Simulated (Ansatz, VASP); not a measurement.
**One calculation of Ti3H, two programs**

The input INCAR:

```
SYSTEM = Ti3H
ALGO     = Normal         ! electronic algorithm
DIPOL    = 0.5 0.5 0.315
EDIFF    = 1E-7           ! SCF threshold, eV
ENCUT    = 520            ! plane-wave cutoff, eV
GGA      = PE             ! functional
IDIPOL   = 3            
ISIF     = 2              ! what is computed and relaxed
ISMEAR   = 0              ! smearing method
LASPH    = .True.         ! aspherical terms in the spheres
LCHARG   = .False.        ! write CHGCAR
LDIPOL   = .True.       
LREAL    = .False.        ! projectors in reciprocal space
LWAVE    = .False.        ! write WAVECAR
NBANDS   = 47             ! bands
NELM     = 100            ! most SCF steps
PREC     = Accurate       ! precision mode
SIGMA    = 0.1            ! smearing width, eV
```

Contents of KPOINTS:

```
k-points
0
Gamma
  6 6 1
  0 0 0
```

File POSCAR:

```
Ti3H
1.0
    4.6037402164      0.0000000000      0.0000000000
   -2.3018701082      3.9869559799      0.0000000000
    0.0000000000      0.0000000000     22.4968206792
Ti H
6 2
Direct
    0.6666666667      0.3333333333      0.1778029019
    0.3333333333      0.6666666667      0.2195747837
    0.0000000000      0.0000000000      0.2613466656
    0.6666666667      0.3333333333      0.2980472718
    0.3333333333      0.6666666667      0.3304570052
    0.0000000000      0.0000000000      0.3776898434
    0.2991850199      1.0000000000      0.4261411342
    0.7008149801      1.0000000000      0.4261411342
```

Input for Ansatz:

```yaml
crystal:
  lattice:
    - [4.6037402164, 0.0, 0.0]
    - [-2.3018701082, 3.9869559799, 0.0]
    - [0.0, 0.0, 22.4968206792]
  atoms:
    - { symbol: Ti, position: [0.6666666667, 0.3333333333, 0.1778029019] }
    - { symbol: Ti, position: [0.3333333333, 0.6666666667, 0.2195747837] }
    - { symbol: Ti, position: [0.0, 0.0, 0.2613466656] }
    - { symbol: Ti, position: [0.6666666667, 0.3333333333, 0.2980472718] }
    - { symbol: Ti, position: [0.3333333333, 0.6666666667, 0.3304570052] }
    - { symbol: Ti, position: [0.0, 0.0, 0.3776898434] }
    - { symbol: H, position: [0.2991850199, 1.0, 0.4261411342] }
    - { symbol: H, position: [0.7008149801, 1.0, 0.4261411342] }
basis:
  ecutwfc: 420
kpoints:
  mp_grid: { grid: [6, 6, 1] }
hamiltonian:
  xc: pbe
  pseudopotentials: { kind: paw, azcp: { folder: soft_1 } }
scf:
  occupations: { method: gaussian, width: 0.1 }
output:
  forces: true
  eigenvalues: true
efield:
  axis: 3
  dipole_correction: true
  ramp_width: 0.04
```

Alike in both runs: task single point; functional PBE; k mesh 6 × 6 × 1; occupations gaussian, width 0.1 eV; no spin polarisation.

```csv
,VASP,Ansatz
version,VASP 6.6.1,Ansatz 0.2.0
potentials or method,"VASP PAW PBE potentials, release 64 (Ti_sv, H), cutoff 520 eV","scalar-relativistic, plane waves, PAW"
valence electrons in the cell,74,74
```

Ansatz gave:

```
gap on the k mesh at the Fermi level (eV) : none
rms of the force components (eV/Å)        : 0.510
```

**Question.** Estimate VASP's values.

**Answer.** gap on the k mesh at the Fermi level (eV): none; rms of the force components (eV/Å): 0.508.

Atom by atom the forces differ by 0.005 eV/Å (rms over components). A gap of «none» marks a metal or a gap that the smearing closes.
